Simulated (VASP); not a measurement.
# InGaAs2 (P-4m2) in VASP: single point with r2SCAN

Aim: the single point of InGaAs2 with r2SCAN.

All numbers are computed with VASP 6.6.1; they aren't measurements. Logs are shortened: lines on timing, memory, paths and dates and some standing lists are left out, and cuts for length are marked.

## 1. The cell of the first run

It takes space group P-4m2 (No. 115, tetragonal). Conventional cell: a = 4.394 Å, b = 4.394 Å, c = 5.962 Å, α = 90.00°, β = 90.00°, γ = 90.00°. Within 3.6 Å of In (site symmetry -4m2) lie 4 As at 2.72 Å. Ga (site symmetry -4m2) has 4 As at 2.59 Å within 3.4 Å. As (site symmetry 2mm) has 2 Ga at 2.59 Å and 2 In at 2.72 Å within 3.4 Å.

## 2. Single point, r2SCAN (strain +0.0400 x Voigt [1, 1, 0, 0, 0, 0])

POSCAR reads:

```
InGaAs2
1.0
    4.3940012495      0.0000000000      0.0000000000
    0.0000000000      4.3940012495      0.0000000000
    0.0000000000      0.0000000000      5.9621480000
In Ga As
1 1 2
Direct
    0.0000000000      0.0000000000      0.5000000000
    0.5000000000      0.5000000000      0.0000000000
    0.5000000000      0.0000000000      0.7684750000
    0.0000000000      0.5000000000      0.2315250000
```

INCAR.step1 reads:

```
SYSTEM = InGaAs2
PREC = Accurate ; ENCUT = 520
ISMEAR = 0 ; SIGMA = 0.03
LREAL = .FALSE. ; LASPH = .TRUE.
NELM = 80 ; NBANDS = 26
GGA = PE ; ALGO = Normal
EDIFF = 1E-4 ; LWAVE = .TRUE.
LCHARG = .FALSE.
```

INCAR.step2 reads:

```
SYSTEM = InGaAs2
PREC = Accurate ; ENCUT = 520
EDIFF = 1E-7 ; ISMEAR = 0
SIGMA = 0.03 ; LREAL = .FALSE.
LASPH = .TRUE. ; NELM = 80
ALGO = Normal ; ISIF = 2
LWAVE = .FALSE. ; LCHARG = .TRUE.
METAGGA = R2SCAN ; LMIXTAU = .TRUE.
LELF = .TRUE. ; LVHAR = .TRUE.
NBANDS = 26 ; ISTART = 1
```

KPOINTS reads:

```
regular mesh
0
G
  8 8 6
  0 0 0
```

Potentials or basis: VASP PAW PBE potentials, release 64 (In_d, Ga_d, As).

Run with:

```bash
$ cat potpaw_PBE.64/In_d/POTCAR potpaw_PBE.64/Ga_d/POTCAR potpaw_PBE.64/As/POTCAR > POTCAR
$ cp INCAR.step1 INCAR
$ mpirun -np 1 vasp_std > vasp.out
$ cp INCAR.step2 INCAR
$ mpirun -np 1 vasp_std > vasp.out
```

OUTCAR:

```text
SYSTEM = InGaAs2
   PREC = Accurate
   ENCUT = 520
   EDIFF = 1E-7
   ISMEAR = 0
   LREAL = .FALSE.
   LASPH = .TRUE.
   NELM = 80
   ISIF = 2
   METAGGA = R2SCAN
   ISTART = 1

 ion  position               nearest neighbor table
   1  0.000  0.000  0.500-   3 2.72   4 2.72   4 2.72   3 2.72
   2  0.500  0.500  0.000-   3 2.59   4 2.59   3 2.59   4 2.59
   3  0.500  0.000  0.768-   2 2.59   2 2.59   1 2.72   1 2.72
   4  0.000  0.500  0.232-   2 2.59   2 2.59   1 2.72   1 2.72

  LATTYP: Found a simple tetragonal cell.
 ALAT       =     4.3940012495
 C/A-ratio  =     1.3568835468

  Lattice vectors:

 A1 = (   4.3940012495,   0.0000000000,   0.0000000000)
 A2 = (   0.0000000000,   4.3940012495,   0.0000000000)
 A3 = (   0.0000000000,   0.0000000000,   5.9621480000)

Analysis of symmetry for initial positions (statically):
=====================================================================
 Subroutine PRICEL returns:
 Original cell was already a primitive cell.

 Routine SETGRP: Setting up the symmetry group for a
 simple tetragonal supercell.

 Subroutine GETGRP returns: Found  8 space group operations
 (whereof  8 operations were pure point group operations)
 out of a pool of 16 trial point group operations.

The static configuration has the point symmetry D_2d.

Analysis of symmetry for dynamics (positions and initial velocities):
=====================================================================
 Subroutine PRICEL returns:
 Original cell was already a primitive cell.

 Routine SETGRP: Setting up the symmetry group for a
 simple tetragonal supercell.

 Subroutine GETGRP returns: Found  8 space group operations
 (whereof  8 operations were pure point group operations)
 out of a pool of 16 trial point group operations.

The dynamic configuration has the point symmetry D_2d.

 Subroutine INISYM returns: Found  8 space group operations
 (whereof  8 operations are pure point group operations),
 and found     1 'primitive' translations

----------------------------------------------------------------------------------------

                                     Primitive cell

  volume of cell :     115.1127

  direct lattice vectors                    reciprocal lattice vectors
     4.394001249  0.000000000  0.000000000     0.227583003  0.000000000  0.000000000
     0.000000000  4.394001249  0.000000000     0.000000000  0.227583003  0.000000000
     0.000000000  0.000000000  5.962148000     0.000000000  0.000000000  0.167724786

  length of vectors
     4.394001249  4.394001249  5.962148000     0.227583003  0.227583003  0.167724786

  position of ions in fractional coordinates (direct lattice)
     0.000000000  0.000000000  0.500000000
     0.500000000  0.500000000  0.000000000
     0.500000000  0.000000000  0.768475000
     0.000000000  0.500000000  0.231525000

  ion indices of the primitive-cell ions
   primitive index   ion index
                 1           1
                 2           2
                 3           3
                 4           4

----------------------------------------------------------------------------------------

 KPOINTS: regular mesh

Automatic generation of k-mesh.
 Grid dimensions read from file:
 generate k-points for:    8    8    6

 Generating k-lattice:

  Cartesian coordinates                     Fractional coordinates (reciprocal lattice)
     0.028447875  0.000000000  0.000000000     0.125000000  0.000000000  0.000000000
     0.000000000  0.028447875  0.000000000     0.000000000  0.125000000  0.000000000
     0.000000000  0.000000000  0.027954131     0.000000000  0.000000000  0.166666667

  Length of vectors
     0.028447875  0.028447875  0.027954131

  Shift w.r.t. Gamma in fractional coordinates (k-lattice)
     0.000000000  0.000000000  0.000000000

 Subroutine IBZKPT returns following result:
 ===========================================

 Found     60 irreducible k-points:

 Following reciprocal coordinates:
            Coordinates               Weight
  0.000000  0.000000  0.000000      1.000000
  0.125000  0.000000  0.000000      4.000000
  0.250000  0.000000  0.000000      4.000000
  0.375000  0.000000  0.000000      4.000000
  0.500000  0.000000  0.000000      2.000000
  0.125000  0.125000  0.000000      4.000000
[... 16 lines left out ...]
  0.375000  0.125000  0.166667     16.000000
  0.500000  0.125000  0.166667      8.000000
 [... further k-points ...]
   k-points           NKPTS =     60   k-points in BZ     NKDIM =     60   number of bands    NBANDS=     26
   number of dos      NEDOS =    301   number of ions     NIONS =      4
   total plane-waves  NPLWV =  62208
   dimension x,y,z NGX =    36 NGY =   36 NGZ =   48
   dimension x,y,z NGXF=    72 NGYF=   72 NGZF=   96
   ions per type =               1   1   2
   NGX,Y,Z   is equivalent  to a cutoff of  13.62, 13.62, 13.38 a.u.
   NGXF,Y,Z  is equivalent  to a cutoff of  27.24, 27.24, 26.77 a.u.
 SYSTEM =  InGaAs2
   PREC   = accura    normal or accurate (medium, high low for compatibility)
   ISTART =      1    job   : 0-new  1-cont  2-samecut
   ICHARG =      0    charge: 1-file 2-atom 10-const
   ISPIN  =      1    spin polarized calculation?
   LNONCOLLINEAR =      F non collinear calculations
   LSORBIT =      F    spin-orbit coupling
   LASPH  =      T    aspherical Exc in radial PAW
   ENCUT  =  520.0 eV  38.22 Ry    6.18 a.u.   8.17  8.17 11.09*2*pi/ulx,y,z
   NELM   =     80;   NELMIN=  2; NELMDL=  0     # of ELM steps
   EDIFF  = 0.1E-06   stopping-criterion for ELM
   LREAL  =      F    real-space projection
   EDIFFG = 0.1E-05   stopping-criterion for IOM
   NSW    =      0    number of steps for IOM
   IBRION =     -1    ionic relax: 0-MD 1-quasi-New 2-CG
   NFREE  =      0    steps in history (QN), initial steepest desc. (CG)
   ISIF   =      2    stress and relaxation
   ISYM   =      2    0-nonsym 1-usesym 2-fastsym
   POTIM  = 0.5000    time-step for ionic-motion
   TEBEG  =    0.0;   TEEND  =   0.0 temperature during run
   PSTRESS=    0.0 pullay stress
   NELECT =      36.0000    total number of electrons
   NUPDOWN=      -1.0000    fix difference up-down
   EMIN   =  10.00;   EMAX   =-10.00  energy-range for DOS
   EFERMI =   0.00;   METHOD = LEGACY
   ISMEAR =     0;   SIGMA  =   0.03  broadening in eV -4-tet -1-fermi 0-gaus
   EFERMI_NEDOS =   21; number of points for ismear=-14 and -15
   IALGO  =     38    algorithm
   IMIX   =      4    mixing-type and parameters
     AMIX     =   0.40;   BMIX     =  1.00
     AMIX_MAG =   1.60;   BMIX_MAG =  1.00
  volume/ion in A,a.u.               =      28.78       194.20
  Fermi-wavevector in a.u.,A,eV,Ry     =   1.111223  2.099907 16.800705  1.234817
  Thomas-Fermi vector in A             =   2.247784
   LORBIT       =      0    0 simple, 1 ext, 2 COOP (PROOUT), +10 PAW based schemes
   METAGGA = R2SCAN    functional components
   LHFCALC =     F    Hartree Fock is set to
   AEXX    =    0.0000 exact exchange contribution
   IVDW    =     0    specifies the selected vdW correction
   LEPSILON=     F    determine dielectric tensor
   LRPA    =     F    only Hartree local field effects (RPA)
 non-spin polarized calculation
 Gauss-broadening in eV      SIGMA  =   0.03
  energy-cutoff  :      520.00
  volume of cell :      115.11
 maximum number of plane-waves:      3148
 NGX is ok and might be reduce to    36
   NGX = 17   NGY = 17   NGZ = 23

 number of electron      35.9999983 magnetization

 Free energy of the ion-electron system (eV)
  ---------------------------------------------------
  ext. energy  EPLUGINS =         0.00000000
  ---------------------------------------------------
  free energy    TOTEN  =       -64.73982091 eV

  energy without entropy =      -64.73980463  energy(sigma->0) =      -64.73981277

 E-fermi :   2.7835     XC(G=0):  -9.3132

 val. band max:        2.7377079845   @ k =   0.0000   0.0000   0.0000
 cond. band min:       2.8231242423   @ k =   0.0000   0.0000   0.0000
 fundamental gap:      0.0854162578
 Fermi energy:         2.7834985895

 k-point     1 :       0.0000    0.0000    0.0000
  band No.  band energies     occupation
      1     -12.3624      2.00000
      2     -12.3298      2.00000
      3     -12.3298      2.00000
      4     -12.3069      2.00000
      5     -12.2653      2.00000
      6     -11.9171      2.00000
[... 18 lines left out ...]
     25      10.3283      0.00000
     26      12.0207      0.00000

 k-point     2 :       0.1250    0.0000    0.0000
  band No.  band energies     occupation
      1     -12.3612      2.00000
      2     -12.3317      2.00000
      3     -12.3296      2.00000
      4     -12.3059      2.00000
      5     -12.2659      2.00000
      6     -11.9128      2.00000
[... 18 lines left out ...]
     25      10.8841      0.00000
     26      11.2349      0.00000

 k-point     3 :       0.2500    0.0000    0.0000
  band No.  band energies     occupation
      1     -12.3593      2.00000
      2     -12.3354      2.00000
      3     -12.3291      2.00000
      4     -12.3033      2.00000
      5     -12.2673      2.00000
      6     -11.9037      2.00000
[... 18 lines left out ...]
     25      10.2918      0.00000
     26      10.3523      0.00000

 k-point     4 :       0.3750    0.0000    0.0000
  band No.  band energies     occupation
      1     -12.3591      2.00000
      2     -12.3374      2.00000
      3     -12.3285      2.00000
      4     -12.3006      2.00000
      5     -12.2687      2.00000
      6     -11.8978      2.00000
[... 18 lines left out ...]
     25       9.3651      0.00000
     26       9.5644      0.00000

 k-point     5 :       0.5000    0.0000    0.0000
  band No.  band energies     occupation
      1     -12.3596      2.00000
      2     -12.3378      2.00000
      3     -12.3283      2.00000
      4     -12.2994      2.00000
      5     -12.2693      2.00000
      6     -11.8974      2.00000
[... 18 lines left out ...]
     25       8.6612      0.00000
     26       8.8957      0.00000

 k-point     6 :       0.1250    0.1250    0.0000
  band No.  band energies     occupation
      1     -12.3603      2.00000
      2     -12.3351      2.00000
      3     -12.3275      2.00000
      4     -12.3051      2.00000
      5     -12.2665      2.00000
      6     -11.9087      2.00000
[... 427 lines left out ...]
 k-point    21 :       0.1250    0.1250    0.1667
  band No.  band energies     occupation
      1     -12.3597      2.00000
      2     -12.3350      2.00000
      3     -12.3274      2.00000
      4     -12.3050      2.00000
      5     -12.2665      2.00000
      6     -11.9114      2.00000
[... 18 lines left out ...]
     25       9.4241      0.00000
     26      11.0012      0.00000

 k-point    22 :       0.2500    0.1250    0.1667
  band No.  band energies     occupation
      1     -12.3587      2.00000
      2     -12.3399      2.00000
      3     -12.3250      2.00000
      4     -12.3029      2.00000
      5     -12.2680      2.00000
      6     -11.9025      2.00000
[... 18 lines left out ...]
     25       8.6033      0.00000
     26      10.4812      0.00000

 k-point    23 :       0.3750    0.1250    0.1667
  band No.  band energies     occupation
      1     -12.3594      2.00000
      2     -12.3429      2.00000
      3     -12.3231      2.00000
      4     -12.3004      2.00000
      5     -12.2695      2.00000
      6     -11.8971      2.00000
[... 18 lines left out ...]
     25       8.8363      0.00000
     26      10.1565      0.00000

 k-point    24 :       0.5000    0.1250    0.1667
  band No.  band energies     occupation
      1     -12.3603      2.00000
      2     -12.3436      2.00000
      3     -12.3224      2.00000
      4     -12.2992      2.00000
      5     -12.2701      2.00000
      6     -11.8969      2.00000
[... 18 lines left out ...]
     25       9.3175      0.00000
     26       9.6870      0.00000

 [... further k-points ...]

------------------------ aborting loop because EDIFF is reached ----------------------------------------

  FORCE on cell =-STRESS in cart. coord.  units (eV):
  Direction    XX          YY          ZZ          XY          YZ          ZX
  --------------------------------------------------------------------------------------
  -------------------------------------------------------------------------------------
  Total       -4.5959412     -4.5959412     -3.1313562      0.0000000      0.0000000      0.0000000
  in kB      -63.9678783    -63.9678783    -43.5832846      0.0000000      0.0000000      0.0000000
  external PRESSURE =     -57.1730137 kB  Pullay stress =       0.0000000 kB

 VOLUME and BASIS-vectors are now :
 -----------------------------------------------------------------------------
  energy-cutoff  :      520.00
  volume of cell :      115.11
      direct lattice vectors                 reciprocal lattice vectors
     4.394001249  0.000000000  0.000000000     0.227583003  0.000000000  0.000000000
     0.000000000  4.394001249  0.000000000     0.000000000  0.227583003  0.000000000
     0.000000000  0.000000000  5.962148000     0.000000000  0.000000000  0.167724786

 POSITION                                       TOTAL-FORCE (eV/Angst)
 -----------------------------------------------------------------------------------
      0.00000      0.00000      2.98107         0.000000      0.000000      0.000000
      2.19700      2.19700      0.00000         0.000000     -0.000000      0.000000
      2.19700      0.00000      4.58176         0.000000      0.000000     -0.019970
      0.00000      2.19700      1.38039        -0.000000      0.000000      0.019970
 -----------------------------------------------------------------------------------
    total drift:                                0.000000      0.000000      0.000000

  FREE ENERGIE OF THE ION-ELECTRON SYSTEM (eV)
  ---------------------------------------------------
  free  energy   TOTEN  =       -64.7398209128 eV

  energy  without entropy=      -64.7398046325  energy(sigma->0) =      -64.73981277
```

It took 8.2 min on 1 thread of Intel Xeon Platinum 8488C (Sapphire Rapids), shared host; peak memory 0.38 GiB.

What came out:

| Item | Value |
| --- | --- |
| Free energy | -64.7398 eV |
| Pressure | -5.7 GPa |
| Largest force | 0.020 eV/Å |
| Band gap on the k mesh | 0.09 eV |

Forces on the atoms (eV/Å):
```
In   0.000  0.000  0.000
Ga   0.000  0.000  0.000
As   0.000  0.000 -0.020
As   0.000  0.000  0.020
```

Stress tensor (GPa, compression positive):
```
-6.40  0.00  0.00
 0.00 -6.40  0.00
 0.00  0.00 -4.36
```

Caveat: the cell differs from its parent crystal (strain +0.0400 x Voigt [1, 1, 0, 0, 0, 0]); the cell stands under tension; semilocal functionals underestimate gaps, and a narrow one can read as zero; the PAW data sets were made with another functional, which shifts forces and pressure a little; spin-orbit coupling is left out, which moves the levels of the heavy elements.
